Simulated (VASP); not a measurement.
# Na2Be3B (P1) in VASP: single point with revPBE

Aim: the single point of Na2Be3B with revPBE.

Everything below comes from runs of VASP 6.6.1. Logs are shortened: lines on timing, memory, paths and dates and some standing lists are left out, and cuts for length are marked.

## (1) The cell of the first run

The typed cell holds 12 atoms: a = 5.836 Å, b = 5.845 Å, c = 4.674 Å, α = 90.16°, β = 90.04°, γ = 119.82°.

## (2) Single point, revPBE

INCAR

```
PREC = Accurate
ENCUT = 600
EDIFF = 1E-6
ISMEAR = 1
SIGMA = 0.0377
LREAL = F
LASPH = T
NELM = 120
ALGO = Normal
ISIF = 2
LWAVE = F
LCHARG = F
GGA = RE
NBANDS = 35
GGA_COMPAT = F
```

KPOINTS

```
Automatic mesh
0
Gamma
  4 4 4
  0 0.5 0
```

POSCAR

```
Na2Be3B
1.0
    0.0066910000      5.8364180000      0.0018060000
    5.0675550000     -2.9124130000      0.0080860000
   -0.0082910000     -0.0014430000     -4.6736800000
B Be Na
2 6 4
Direct
    0.1723140000      0.9904780000      0.4360910000
    0.8605370000      0.0156730000      0.9367980000
    0.4228180000      0.2785590000      0.4966830000
    0.5774470000      0.7628970000      0.9983090000
    0.1768700000      0.7481050000      0.4989570000
    0.8552320000      0.2592000000      0.9827920000
    0.0825080000      0.9797960000      0.0877190000
    0.9179900000      0.9888690000      0.6004870000
    0.5139360000      0.3538470000      0.0290220000
    0.5028880000      0.6621660000      0.4999520000
    0.1702490000      0.6600420000      0.9713650000
    0.8377230000      0.3619580000      0.5010400000
```

Potentials or basis: VASP PAW PBE potentials, release 64 (B, Be, Na_pv).

On the command line:

```console
$ cat potpaw_PBE.64/B/POTCAR potpaw_PBE.64/Be/POTCAR potpaw_PBE.64/Na_pv/POTCAR > POTCAR
$ mpirun -np 1 vasp_std > vasp.out
```

OUTCAR:

```text
PREC = Accurate
   ENCUT = 600
   EDIFF = 1E-6
   ISMEAR = 1
   LREAL = F
   LASPH = T
   NELM = 120
   ISIF = 2
   GGA = RE

 ion  position               nearest neighbor table
   1  0.172  0.990  0.436-   5 1.46   3 1.61   8 1.67   7 1.70
   2  0.861  0.016  0.937-   6 1.45   7 1.58   4 1.60   8 1.63
   3  0.423  0.279  0.497-   1 1.61  10 2.05  12 2.22   9 2.24   9 2.53
   4  0.577  0.763  0.998-   2 1.60  11 2.15   9 2.23  10 2.39  10 2.41
   5  0.177  0.748  0.499-   1 1.46  12 2.14  10 2.20  11 2.26  11 2.51
   6  0.855  0.259  0.983-   2 1.45  11 2.14   9 2.33  12 2.35  12 2.51
   7  0.083  0.980  0.088-   2 1.58   1 1.70  11 2.24   9 2.39
   8  0.918  0.989  0.600-   2 1.63   1 1.67  10 2.26  12 2.49
   9  0.514  0.354  0.029-   4 2.23   3 2.24   6 2.33   7 2.39   3 2.53
  10  0.503  0.662  0.500-   3 2.05   5 2.20   8 2.26   4 2.39   4 2.41
  11  0.170  0.660  0.971-   6 2.14   4 2.15   7 2.24   5 2.26   5 2.51
  12  0.838  0.362  0.501-   5 2.14   3 2.22   6 2.35   8 2.49   6 2.51

  LATTYP: Found a triclinic cell.
 ALAT       =     5.8564388121
 B/A-ratio  =     0.9965821042
 C/A-ratio  =     0.7980425864
 COS(alpha) =     0.0006202189
 COS(beta)  =     0.0033802710
 COS(gamma) =     0.5002738556

  Lattice vectors:

 A1 = (   5.0742460000,   2.9240050000,   0.0098920000)
 A2 = (   0.0066910000,   5.8364180000,   0.0018060000)
 A3 = (   0.0082910000,   0.0014430000,   4.6736800000)

Analysis of symmetry for initial positions (statically):
=====================================================================
 Subroutine PRICEL returns:
 Original cell was already a primitive cell.

 Routine SETGRP: Setting up the symmetry group for a
 triclinic supercell.

 Subroutine GETGRP returns: Found  1 space group operations
 (whereof  1 operations were pure point group operations)
 out of a pool of  2 trial point group operations.

The static configuration has the point symmetry C_1 .

Analysis of symmetry for dynamics (positions and initial velocities):
=====================================================================
 Subroutine PRICEL returns:
 Original cell was already a primitive cell.

 Routine SETGRP: Setting up the symmetry group for a
 triclinic supercell.

 Subroutine GETGRP returns: Found  1 space group operations
 (whereof  1 operations were pure point group operations)
 out of a pool of  2 trial point group operations.

The dynamic configuration has the point symmetry C_1 .

 Subroutine INISYM returns: Found  1 space group operations
 (whereof  1 operations are pure point group operations),
 and found     1 'primitive' translations

----------------------------------------------------------------------------------------

                                     Primitive cell

  volume of cell :     138.3211

  direct lattice vectors                    reciprocal lattice vectors
     0.006691000  5.836418000  0.001806000     0.098406510  0.171225223 -0.000227437
     5.067555000 -2.912413000  0.008086000     0.197204511 -0.000225971 -0.000349766
    -0.008291000 -0.001443000 -4.673680000     0.000379212  0.000065774 -0.213964850

  length of vectors
     5.836422115  5.844854878  4.673687577     0.197489164  0.197204951  0.213965196

  position of ions in fractional coordinates (direct lattice)
     0.172314000  0.990478000  0.436091000
     0.860537000  0.015673000  0.936798000
     0.422818000  0.278559000  0.496683000
     0.577447000  0.762897000  0.998309000
     0.176870000  0.748105000  0.498957000
     0.855232000  0.259200000  0.982792000
     0.082508000  0.979796000  0.087719000
     0.917990000  0.988869000  0.600487000
     0.513936000  0.353847000  0.029022000
     0.502888000  0.662166000  0.499952000
     0.170249000  0.660042000  0.971365000
     0.837723000  0.361958000  0.501040000

  ion indices of the primitive-cell ions
   primitive index   ion index
                 1           1
                 2           2
                 3           3
                 4           4
                 5           5
                 6           6
                 7           7
                 8           8
                 9           9
                10          10
                11          11
                12          12

----------------------------------------------------------------------------------------

 KPOINTS: Automatic mesh

Automatic generation of k-mesh.
 Grid dimensions read from file:
 generate k-points for:    4    4    4

 Generating k-lattice:

  Cartesian coordinates                     Fractional coordinates (reciprocal lattice)
     0.024601628  0.042806306 -0.000056859     0.250000000 -0.000000000  0.000000000
     0.049301128 -0.000056493 -0.000087442    -0.000000000  0.250000000  0.000000000
     0.000094803  0.000016443 -0.053491212    -0.000000000 -0.000000000  0.250000000

  Length of vectors
     0.049372291  0.049301238  0.053491299

  Shift w.r.t. Gamma in fractional coordinates (k-lattice)
     0.000000000  0.500000000  0.000000000

 Subroutine IBZKPT returns following result:
 ===========================================

 Found     32 irreducible k-points:

 Following reciprocal coordinates:
            Coordinates               Weight
 -0.000000  0.125000 -0.000000      2.000000
  0.250000  0.125000 -0.000000      2.000000
  0.500000  0.125000 -0.000000      2.000000
 -0.250000  0.125000  0.000000      2.000000
  0.000000  0.375000 -0.000000      2.000000
  0.250000  0.375000 -0.000000      2.000000
[... 16 lines left out ...]
  0.500000 -0.125000  0.250000      2.000000
 -0.250000 -0.125000  0.250000      2.000000
 [... further k-points ...]
   k-points           NKPTS =     32   k-points in BZ     NKDIM =     32   number of bands    NBANDS=     35
   number of dos      NEDOS =    301   number of ions     NIONS =     12
   total plane-waves  NPLWV =  92160
   dimension x,y,z NGX =    48 NGY =   48 NGZ =   40
   dimension x,y,z NGXF=    96 NGYF=   96 NGZF=   80
   ions per type =               2   6   4
   NGX,Y,Z   is equivalent  to a cutoff of  13.67, 13.65, 14.23 a.u.
   NGXF,Y,Z  is equivalent  to a cutoff of  27.34, 27.31, 28.46 a.u.
 SYSTEM =  unknown system
   PREC   = accura    normal or accurate (medium, high low for compatibility)
   ISTART =      0    job   : 0-new  1-cont  2-samecut
   ICHARG =      2    charge: 1-file 2-atom 10-const
   ISPIN  =      1    spin polarized calculation?
   LNONCOLLINEAR =      F non collinear calculations
   LSORBIT =      F    spin-orbit coupling
   LASPH  =      T    aspherical Exc in radial PAW
   ENCUT  =  600.0 eV  44.10 Ry    6.64 a.u.  11.66 11.67  9.33*2*pi/ulx,y,z
   NELM   =    120;   NELMIN=  2; NELMDL= -5     # of ELM steps
   EDIFF  = 0.1E-05   stopping-criterion for ELM
   LREAL  =      F    real-space projection
   EDIFFG = 0.1E-04   stopping-criterion for IOM
   NSW    =      0    number of steps for IOM
   IBRION =     -1    ionic relax: 0-MD 1-quasi-New 2-CG
   NFREE  =      0    steps in history (QN), initial steepest desc. (CG)
   ISIF   =      2    stress and relaxation
   ISYM   =      2    0-nonsym 1-usesym 2-fastsym
   POTIM  = 0.5000    time-step for ionic-motion
   TEBEG  =    0.0;   TEEND  =   0.0 temperature during run
   PSTRESS=    0.0 pullay stress
   NELECT =      46.0000    total number of electrons
   NUPDOWN=      -1.0000    fix difference up-down
   EMIN   =  10.00;   EMAX   =-10.00  energy-range for DOS
   EFERMI =   0.00;   METHOD = LEGACY
   ISMEAR =     1;   SIGMA  =   0.04  broadening in eV -4-tet -1-fermi 0-gaus
   EFERMI_NEDOS =   21; number of points for ismear=-14 and -15
   IALGO  =     38    algorithm
   IMIX   =      4    mixing-type and parameters
     AMIX     =   0.40;   BMIX     =  1.00
     AMIX_MAG =   1.60;   BMIX_MAG =  1.00
  volume/ion in A,a.u.               =      11.53        77.79
  Fermi-wavevector in a.u.,A,eV,Ry     =   1.134222  2.143368 17.503335  1.286459
  Thomas-Fermi vector in A             =   2.270925
   LORBIT       =      0    0 simple, 1 ext, 2 COOP (PROOUT), +10 PAW based schemes
   GGA     = RE    functional components
   LHFCALC =     F    Hartree Fock is set to
   AEXX    =    0.0000 exact exchange contribution
   IVDW    =     0    specifies the selected vdW correction
   LEPSILON=     F    determine dielectric tensor
   LRPA    =     F    only Hartree local field effects (RPA)
 non-spin polarized calculation
 Methfessel and Paxton  Order N= 1 SIGMA  =   0.04
  energy-cutoff  :      600.00
  volume of cell :      138.32
 maximum number of plane-waves:      4644
 NGX is ok and might be reduce to    48
   NGX = 23   NGY = 23   NGZ = 19

 number of electron      46.0000001 magnetization

 Free energy of the ion-electron system (eV)
  ---------------------------------------------------
  ext. energy  EPLUGINS =         0.00000000
  ---------------------------------------------------
  free energy    TOTEN  =       -16.50773903 eV

  energy without entropy =      -16.50797454  energy(sigma->0) =      -16.50781754

 E-fermi :   4.1714     XC(G=0):  -9.4718

 val. band max:        4.1621433091   @ k =  -0.2500   0.1250   0.2500
 cond. band min:       4.1854330922   @ k =   0.2500  -0.1250   0.2500
 fundamental gap:      0.0232897831
 Fermi energy:         4.1714084561

 k-point     1 :      -0.0000    0.1250   -0.0000
  band No.  band energies     occupation
      1     -20.5205      2.00000
      2     -20.4696      2.00000
      3     -20.4443      2.00000
      4     -20.4084      2.00000
      5     -20.3830      2.00000
      6     -20.3135      2.00000
[... 27 lines left out ...]
     34       9.6883      0.00000
     35       9.8841      0.00000
[... 843 lines left out ...]
      5     -20.3622      2.00000
      6     -20.3245      2.00000
[... 27 lines left out ...]
     34       9.3817      0.00000
     35      10.2780      0.00000

 [... further k-points ...]

------------------------ aborting loop because EDIFF is reached ----------------------------------------

  FORCE on cell =-STRESS in cart. coord.  units (eV):
  Direction    XX          YY          ZZ          XY          YZ          ZX
  --------------------------------------------------------------------------------------
  -------------------------------------------------------------------------------------
  Total       46.8973571     40.1598035     28.5333258     -5.6679725     -0.4313033      0.2870602
  in kB      543.2134020    465.1721299    330.5023122    -65.6522845     -4.9957979      3.3250259
  external PRESSURE =     446.2959480 kB  Pullay stress =       0.0000000 kB

 VOLUME and BASIS-vectors are now :
 -----------------------------------------------------------------------------
  energy-cutoff  :      600.00
  volume of cell :      138.32
      direct lattice vectors                 reciprocal lattice vectors
     0.006691000  5.836418000  0.001806000     0.098406510  0.171225223 -0.000227437
     5.067555000 -2.912413000  0.008086000     0.197204511 -0.000225971 -0.000349766
    -0.008291000 -0.001443000 -4.673680000     0.000379212  0.000065774 -0.213964850

 POSITION                                       TOTAL-FORCE (eV/Angst)
 -----------------------------------------------------------------------------------
      5.01684     -1.87961     -2.02983         3.581190     -1.171614      1.720045
      0.07741      4.97546     -4.37661        -3.392148     -0.001789      1.124598
      1.41032      1.65575     -2.31832        -1.094890     -0.388964     -1.257918
      3.86161      1.14691     -4.65857         0.385339      0.379274     -0.317903
      3.78811     -1.14722     -2.32560        -3.294459      2.334490     -0.080242
      1.31108      4.23518     -4.58961         3.287132     -2.735004     -1.010663
      4.96499     -2.37215     -0.40190        -0.013715      0.168238     -1.739442
      5.01231      2.47691     -2.79683         0.491907      1.569183      0.156305
      1.79634      1.96895     -0.13185        -0.732043     -0.081932      1.107525
      3.35478      1.00584     -2.33035         1.549543      0.052500      0.259903
      3.33788     -0.93007     -4.53420         0.509086     -0.559688     -0.575119
      1.83569      3.83441     -2.33726        -1.276940      0.435306      0.612911
 -----------------------------------------------------------------------------------
    total drift:                                0.000335     -0.000091     -0.000348

  FREE ENERGIE OF THE ION-ELECTRON SYSTEM (eV)
  ---------------------------------------------------
  free  energy   TOTEN  =       -16.5077390347 eV

  energy  without entropy=      -16.5079745369  energy(sigma->0) =      -16.50781754
```

It took 8.1 min on 1 thread of AMD EPYC 7R13, shared host; peak memory 0.34 GiB.

What came out:

| Quantity | Value |
| --- | --- |
| Free energy | -16.5077 eV |
| Pressure | 44.6 GPa |
| Largest force | 4.394 eV/Å |
| Band gap on the k mesh | zero (bands 23 and 24 overlap by 1.63 eV) |

Forces in eV/Å, atoms in the order of the input:
```
B    3.581 -1.172  1.720
B   -3.392 -0.002  1.125
Be  -1.095 -0.389 -1.258
Be   0.385  0.379 -0.318
Be  -3.294  2.334 -0.080
Be   3.287 -2.735 -1.011
Be  -0.014  0.168 -1.739
Be   0.492  1.569  0.156
Na  -0.732 -0.082  1.108
Na   1.550  0.052  0.260
Na   0.509 -0.560 -0.575
Na  -1.277  0.435  0.613
```

Caveat: the stress differs along the axes, from 33 to 54 GPa; the PAW data sets were made with another functional, which shifts forces and pressure a little.

The gap in the log of VASP goes by the Fermi energy; the results here count the filled bands.